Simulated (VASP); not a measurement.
# NaI (Cmmm) in VASP: notebook

Aim: see how the results for NaI move with the level of theory and the settings. Levels: PBE, r2SCAN. Tasks: single point.

Everything below comes from runs of VASP 6.6.1. Logs are shortened: lines on timing, memory, paths and dates and some standing lists are left out, and cuts for length are marked.

### Step 1. The cell of the first run

The structure is orthorhombic, space group Cmmm (No. 65). Conventional cell: a = 5.591 Å, b = 5.837 Å, c = 4.041 Å, α = 90.00°, β = 90.00°, γ = 90.00°. Na (site symmetry mmm) has 8 I at 3.45 to 3.55 Å and 6 Na at 4.04 Å within 4.5 Å. Within 4.5 Å of I (site symmetry mmm) lie 8 Na at 3.45 to 3.55 Å and 6 I at 4.04 Å.

### Step 2. Single point, PBE (shear xy strain +4.3%)

INCAR

```
SYSTEM = NaI
PREC     = Accurate       ! precision mode
ENCUT    = 520            ! plane-wave cutoff, eV
EDIFF    = 1E-6           ! SCF threshold, eV
ISMEAR   = -1             ! smearing method
SIGMA    = 0.02           ! smearing width, eV
LREAL    = .FALSE.        ! projectors in reciprocal space
LASPH    = .TRUE.         ! aspherical terms in the spheres
NELM     = 60             ! most SCF steps
ALGO     = Normal         ! electronic algorithm
ISIF     = 2              ! what is computed and relaxed
LWAVE    = .FALSE.        ! write WAVECAR
LCHARG   = .FALSE.        ! write CHGCAR
GGA      = PE             ! functional
NBANDS   = 14             ! bands
```

KPOINTS

```
Automatic mesh
0
G
  6 6 6
  0 0 0
```

POSCAR

```
NaI
1.0
    4.0405366932      0.0870735657      0.0000000000
    0.0870735657      4.0405366932      0.0000000000
    0.0000000000      0.0000000000      4.0405366932
Na I
1 1
Direct
    0.0000000000      0.0000000000      0.0000000000
    0.5000000000      0.5000000000      0.5000000000
```

Potentials or basis: VASP PAW PBE potentials, release 64 (Na_pv, I).

The run is started by

```console
> cat potpaw_PBE.64/Na_pv/POTCAR potpaw_PBE.64/I/POTCAR > POTCAR
> mpirun -np 1 vasp_std > vasp.out
```

OUTCAR:

```text
SYSTEM = NaI
   PREC = Accurate
   ENCUT = 520
   EDIFF = 1E-6
   ISMEAR = -1
   LREAL = .FALSE.
   LASPH = .TRUE.
   NELM = 60
   ISIF = 2
   GGA = PE

 ion  position               nearest neighbor table
   1  0.000  0.000  0.000-
   2  0.500  0.500  0.500-

  LATTYP: Found a base centered orthorhombic cell.
 ALAT       =     5.5910411733
 B/A-ratio  =     1.0440492616
 C/A-ratio  =     0.7226805470

  Lattice vectors:

 A1 = (  -0.0870735657,  -4.0405366932,   0.0000000000)
 A2 = (   4.0405366932,   0.0870735657,   0.0000000000)
 A3 = (   0.0000000000,   0.0000000000,   4.0405366932)

Analysis of symmetry for initial positions (statically):
=====================================================================
 Subroutine PRICEL returns:
 Original cell was already a primitive cell.

 Routine SETGRP: Setting up the symmetry group for a
 base centered orthorhombic supercell.

 Subroutine GETGRP returns: Found  8 space group operations
 (whereof  8 operations were pure point group operations)
 out of a pool of  8 trial point group operations.

The static configuration has the point symmetry D_2h.

Analysis of symmetry for dynamics (positions and initial velocities):
=====================================================================
 Subroutine PRICEL returns:
 Original cell was already a primitive cell.

 Routine SETGRP: Setting up the symmetry group for a
 base centered orthorhombic supercell.

 Subroutine GETGRP returns: Found  8 space group operations
 (whereof  8 operations were pure point group operations)
 out of a pool of  8 trial point group operations.

The dynamic configuration has the point symmetry D_2h.

 Subroutine INISYM returns: Found  8 space group operations
 (whereof  8 operations are pure point group operations),
 and found     1 'primitive' translations

----------------------------------------------------------------------------------------

                                     Primitive cell

  volume of cell :      65.9349

  direct lattice vectors                    reciprocal lattice vectors
     4.040536693  0.087073566  0.000000000     0.247606864 -0.005335928  0.000000000
     0.087073566  4.040536693  0.000000000    -0.005335928  0.247606864  0.000000000
     0.000000000  0.000000000  4.040536693     0.000000000  0.000000000  0.247491874

  length of vectors
     4.041474802  4.041474802  4.040536693     0.247664352  0.247664352  0.247491874

  position of ions in fractional coordinates (direct lattice)
     0.000000000  0.000000000  0.000000000
     0.500000000  0.500000000  0.500000000

  ion indices of the primitive-cell ions
[... 86 lines left out ...]
   NELECT =      14.0000    total number of electrons
   NUPDOWN=      -1.0000    fix difference up-down
   EMIN   =  10.00;   EMAX   =-10.00  energy-range for DOS
   EFERMI =   0.00;   METHOD = LEGACY
   ISMEAR =    -1;   SIGMA  =   0.02  broadening in eV -4-tet -1-fermi 0-gaus
   EFERMI_NEDOS =   21; number of points for ismear=-14 and -15
   IALGO  =     38    algorithm
   IMIX   =      4    mixing-type and parameters
     AMIX     =   0.40;   BMIX     =  1.00
     AMIX_MAG =   1.60;   BMIX_MAG =  1.00
  volume/ion in A,a.u.               =      32.97       222.48
  Fermi-wavevector in a.u.,A,eV,Ry     =   0.976665  1.845630 12.978255  0.953875
  Thomas-Fermi vector in A             =   2.107302
   LORBIT       =      0    0 simple, 1 ext, 2 COOP (PROOUT), +10 PAW based schemes
   GGA     = PE    functional components
   LHFCALC =     F    Hartree Fock is set to
   AEXX    =    0.0000 exact exchange contribution
   IVDW    =     0    specifies the selected vdW correction
   LEPSILON=     F    determine dielectric tensor
   LRPA    =     F    only Hartree local field effects (RPA)
 non-spin polarized calculation
  energy-cutoff  :      520.00
  volume of cell :       65.93
 maximum number of plane-waves:      1793
   NGX = 15   NGY = 15   NGZ = 15

 number of electron      13.9999982 magnetization

 Free energy of the ion-electron system (eV)
  ---------------------------------------------------
  ext. energy  EPLUGINS =         0.00000000
  ---------------------------------------------------
  free energy    TOTEN  =        -5.07385818 eV

  energy without entropy =       -5.07385818  energy(sigma->0) =       -5.07385818

 E-fermi :   2.4055     XC(G=0):  -7.8711

 val. band max:        1.9448956193   @ k =   0.5000   0.5000   0.0000
 cond. band min:       4.2521666720   @ k =   0.0000   0.0000   0.0000
 fundamental gap:      2.3072710528
 Fermi energy:         2.4054900420

 k-point     1 :       0.0000    0.0000    0.0000
  band No.  band energies     occupation
      1     -21.7505      2.00000
      2     -21.7474      2.00000
      3     -21.7449      2.00000
      4      -9.8726      2.00000
      5       1.2284      2.00000
      6       1.2968      2.00000
      7       1.3714      2.00000
      8       4.2522      0.00000
      9       7.5393      0.00000
     10       7.5530      0.00000
     11      12.8925      0.00000
     12      13.1637      0.00000
     13      13.3974      0.00000
     14      13.6931      0.00000
[... 377 lines left out ...]
      1     -21.7568      2.00000
      2     -21.7502      2.00000
      3     -21.7480      2.00000
      4      -9.2724      2.00000
      5      -0.7171      2.00000
      6      -0.0921      2.00000
      7       1.1813      2.00000
      8       5.5930      0.00000
      9       7.9679      0.00000
     10       8.4720      0.00000
     11      10.2332      0.00000
     12      12.0796      0.00000
     13      12.3334      0.00000
     14      12.9698      0.00000

 [... further k-points ...]

------------------------ aborting loop because EDIFF is reached ----------------------------------------

  FORCE on cell =-STRESS in cart. coord.  units (eV):
  Direction    XX          YY          ZZ          XY          YZ          ZX
  --------------------------------------------------------------------------------------
  -------------------------------------------------------------------------------------
  Total        0.1336173      0.1336173      0.1349388      0.0541675      0.0000000      0.0000000
  in kB        3.2468169      3.2468169      3.2789295      1.3162370      0.0000000      0.0000000
  external PRESSURE =       3.2575211 kB  Pullay stress =       0.0000000 kB

 VOLUME and BASIS-vectors are now :
 -----------------------------------------------------------------------------
  energy-cutoff  :      520.00
  volume of cell :       65.93
      direct lattice vectors                 reciprocal lattice vectors
     4.040536693  0.087073566  0.000000000     0.247606864 -0.005335928  0.000000000
     0.087073566  4.040536693  0.000000000    -0.005335928  0.247606864  0.000000000
     0.000000000  0.000000000  4.040536693     0.000000000  0.000000000  0.247491874

 POSITION                                       TOTAL-FORCE (eV/Angst)
 -----------------------------------------------------------------------------------
      0.00000      0.00000      0.00000         0.000000      0.000000      0.000000
      2.06381      2.06381      2.02027        -0.000000      0.000000      0.000000
 -----------------------------------------------------------------------------------
    total drift:                                0.000000     -0.000000     -0.000000

  FREE ENERGIE OF THE ION-ELECTRON SYSTEM (eV)
  ---------------------------------------------------
  free  energy   TOTEN  =        -5.0738581800 eV

  energy  without entropy=       -5.0738581800  energy(sigma->0) =       -5.07385818
```

Wall time 14 s (1 thread of Intel Xeon 6975P-C (Granite Rapids), shared host); peak memory 0.18 GiB.

Results:

- Free energy: -5.0739 eV
- Pressure: 0.3 GPa
- Band gap on the k mesh: 2.31 eV (least direct gap 2.80 eV)

Stress tensor (GPa, compression positive):
```
0.32 0.13 0.00
0.13 0.32 0.00
0.00 0.00 0.33
```

Levels at points of the mesh, in eV from the valence-band top:
| k point | band 3 | band 4 | band 5 | band 6 | band 7 | band 8 | band 9 | band 10 | band 11 | band 12 |
| --- | --- | --- | --- | --- | --- | --- | --- | --- | --- | --- |
| (0.00, 0.00, 0.00) | -23.69 | -11.82 | -0.72 | -0.65 | -0.57 | 2.31 | 5.59 | 5.61 | 10.95 | 11.22 |
| (0.50, 0.00, 0.00) | -23.69 | -11.49 | -3.26 | -0.33 | -0.32 | 4.64 | 6.31 | 7.02 | 7.91 | 7.99 |
| (0.50, 0.50, 0.00) | -23.69 | -11.21 | -2.63 | -2.53 | 0.00 | 2.80 | 7.00 | 8.11 | 8.43 | 8.82 |
| (0.00, 0.00, 0.50) | -23.69 | -11.49 | -3.26 | -0.39 | -0.25 | 4.65 | 6.30 | 7.07 | 7.83 | 8.02 |
| (0.50, 0.00, 0.50) | -23.69 | -11.21 | -2.59 | -2.58 | 0.00 | 2.80 | 6.98 | 8.25 | 8.29 | 8.87 |
| (0.50, 0.50, 0.50) | -23.70 | -10.93 | -2.13 | -2.10 | -2.05 | 4.06 | 4.19 | 4.32 | 6.57 | 13.32 |

Caveat: the cell differs from its parent crystal (shear xy strain +4.3%); the structure was generated, so it needn't be the stable form of NaI; spin-orbit coupling is left out, which moves the levels of the heavy elements. A k mesh can miss the band edges.

### Step 3. Single point, r2SCAN (shear xy strain +4.3%)

POSCAR is that of step 2.

INCAR.step1

```
SYSTEM = NaI
ALGO = Normal ; EDIFF = 1E-4
ENCUT = 520 ; GGA = PE
ISMEAR = 0 ; LASPH = .True.
LCHARG = .False. ; LREAL = .False.
LWAVE = .True. ; NBANDS = 14
NELM = 60 ; PREC = Accurate
SIGMA = 0.01
```

INCAR.step2

```
SYSTEM = NaI
ALGO = Normal ; EDIFF = 1E-7
ENCUT = 520 ; ISIF = 2
ISMEAR = 0 ; ISTART = 1
LASPH = .True. ; LCHARG = .True.
LELF = .True. ; LMIXTAU = .True.
LREAL = .False. ; LVHAR = .True.
LWAVE = .False. ; METAGGA = R2SCAN
NBANDS = 14 ; NELM = 60
PREC = Accurate ; SIGMA = 0.01
```

KPOINTS

```
k-points
0
Gamma
  6 6 6
  0 0 0
```

Potentials or basis: VASP PAW PBE potentials, release 64 (Na_pv, I).

The run is started by

```console
> cat potpaw_PBE.64/Na_pv/POTCAR potpaw_PBE.64/I/POTCAR > POTCAR
> cp INCAR.step1 INCAR
> mpirun -np 1 vasp_std > vasp.out
> cp INCAR.step2 INCAR
> mpirun -np 1 vasp_std > vasp.out
```

It took 68 s on 1 thread of Intel Xeon 6975P-C (Granite Rapids), shared host; peak memory 0.19 GiB.

Results (log left out):

```
Free energy            : -30.7315 eV
Pressure               : 0.0 GPa
Band gap on the k mesh : 3.08 eV (least direct gap 3.38 eV)
```

Stress tensor (GPa, compression positive):
```
-0.06  0.16  0.00
 0.16 -0.06  0.00
 0.00  0.00 -0.01
```

Levels at points of the mesh, in eV from the valence-band top:
```tsv
k point	band 4	band 5	band 6	band 7	band 8	band 9	band 10	band 11
(0.00, 0.00, 0.00)	-12.18	-0.74	-0.67	-0.59	3.08	6.12	6.13	11.94
(0.50, 0.00, 0.00)	-11.83	-3.29	-0.34	-0.34	5.32	7.19	7.63	8.52
(0.50, 0.50, 0.00)	-11.52	-2.69	-2.59	0.00	3.38	7.68	8.87	9.21
(0.00, 0.00, 0.50)	-11.83	-3.29	-0.41	-0.26	5.34	7.18	7.69	8.45
(0.50, 0.00, 0.50)	-11.52	-2.64	-2.64	0.00	3.37	7.66	9.02	9.06
(0.50, 0.50, 0.50)	-11.22	-2.19	-2.16	-2.12	4.53	4.68	4.81	7.59
```

Caveat: the cell differs from its parent crystal (shear xy strain +4.3%); the structure was generated, so it needn't be the stable form of NaI; the PAW data sets were made with another functional, which shifts forces and pressure a little; spin-orbit coupling is left out, which moves the levels of the heavy elements. A k mesh can miss the band edges.
